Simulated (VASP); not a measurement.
# H: single point with r2SCAN

The system is H.

```
CELL_PARAMETERS angstrom
3.95037 0.00000 0.00000
-1.97519 3.42112 0.00000
0.00000 0.00000 5.80266
ATOMIC_POSITIONS crystal
H 0.33333 0.66667 0.18611
H 0.66667 0.33333 0.68611
H 0.66667 0.33333 0.81389
H 0.33333 0.66667 0.31389
```

```yaml
Program: VASP 6.6.1
Task: single point
Functional: r2SCAN
Potentials_or_basis: VASP PAW PBE potentials, release 64 (H)
Cutoff: 520 eV
k_mesh: 9 × 9 × 4
Occupations: gaussian, width 0.02 eV
Spin: no spin polarisation
Dipole_correction: no
Further_INCAR_settings: ALGO = Normal; EDIFF = 1e-06; NBANDS = 10
```

```yaml
Pressure: -0.1 GPa
Largest_force: 0.004 eV/Å
Band_gap_on_the_k_mesh: 10.24 eV (least direct gap 10.26 eV)
```

Forces on the atoms (eV/Å):
```
H    0.000  0.000 -0.004
H    0.000  0.000 -0.004
H    0.000  0.000  0.004
H    0.000  0.000  0.004
```

Levels at points of the mesh, in eV from the valence-band top:
```
           k point  band 1  band 2  band 3  band 4  band 5  band 6
(0.00, 0.00, 0.00)   -0.80   -0.02   10.24   12.76   16.04   16.56
(0.00, 0.00, 0.50)   -0.43   -0.43   11.30   11.30   17.09   17.09
```

It took 73 s on 1 thread of Intel(R) Xeon(R) Platinum 8488C (Sapphire Rapids), with other jobs on the host, peak memory 0.2 GiB.

Caveat: the PAW data sets were made with another functional, which shifts forces and pressure a little; an odd mesh through Γ misses points on the zone boundary, where band edges can lie.
